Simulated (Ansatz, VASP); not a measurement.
One calculation of C, two programs

The input INCAR:

```
SYSTEM = C
PREC = Accurate ; ENCUT = 600
EDIFF = 1E-6 ; ISMEAR = -1
SIGMA = 0.05 ; LREAL = .FALSE.
LASPH = .TRUE. ; NELM = 60
ALGO = Normal ; ISIF = 3
LWAVE = .FALSE. ; LCHARG = .FALSE.
GGA = CA ; IBRION = 2
NSW = 80 ; EDIFFG = -0.01
```

Contents of KPOINTS:

```
regular mesh
0
G
  8 8 4
  0 0 0
```

Contents of POSCAR:

```
C
1.0
    2.5199982604      0.0000000000      0.0000000000
   -1.2599991302      2.1823825110      0.0000000000
    0.0000000000      0.0000000000      4.1200000000
C
4
Direct
    0.3333333333      0.6666666667      0.0625000000
    0.6666666667      0.3333333333      0.5625000000
    0.3333333333      0.6666666667      0.4375000000
    0.6666666667      0.3333333333      0.9375000000
```

Input for Ansatz:

```yaml
crystal:
  lattice:
    - [2.5199982604, 0.0, 0.0]
    - [-1.2599991302, 2.182382511, 0.0]
    - [0.0, 0.0, 4.12]
  atoms:
    - { symbol: C, position: [0.3333333333, 0.6666666667, 0.0625] }
    - { symbol: C, position: [0.6666666667, 0.3333333333, 0.5625] }
    - { symbol: C, position: [0.3333333333, 0.6666666667, 0.4375] }
    - { symbol: C, position: [0.6666666667, 0.3333333333, 0.9375] }
hamiltonian:
  xc: lda
  pseudopotentials:
    kind: paw
    azcp:
      C: "pseudopotentials/C.paw.azcp"
basis:
  ecutwfc: 420
  fft_grid_basis: typed
kpoints:
  mp_grid: { grid: [8, 8, 4], shift: [0, 0, 0] }
magnetization:
  spin_polarized: false
scf:
  occupations: { method: fermi_dirac, width: 0.05 }
relax:
  max_steps: 60
  f_tol: 0.01
  cell: {}
output:
  write_density: true
  write_potential: true
  elf: true
  volumetric_format: npy
```

Alike in both runs: task relaxation of cell and atoms; functional LDA; k mesh 8 × 8 × 4; occupations fermi-dirac, width 0.05 eV; no spin polarisation.

```csv
,VASP,Ansatz
version,VASP 6.6.1,Ansatz 0.2.0
potentials or method,"VASP PAW LDA potentials, release 64 (C), cutoff 600 eV","plane waves (420 eV) with PAW, scalar-relativistic"
valence electrons in the cell,16,16
```

|  | VASP | Ansatz | Ansatz less VASP |
| --- | --- | --- | --- |
| gap on the k mesh at the Fermi level, each at its own relaxed structure (eV) | 3.40 | 3.41 | +0.010 |
| relaxed volume (Å³/atom) | 5.53 | 5.52 | -0.007 |
| relaxed cell length with the largest relative difference (Å) | 4.138 | 4.136 | -0.0019 |

Ansatz warns that its potentials were made for another functional, while VASP's fit it. LDA's correlation is that of Perdew and Zunger in VASP and of Perdew and Wang (1992) in Ansatz.
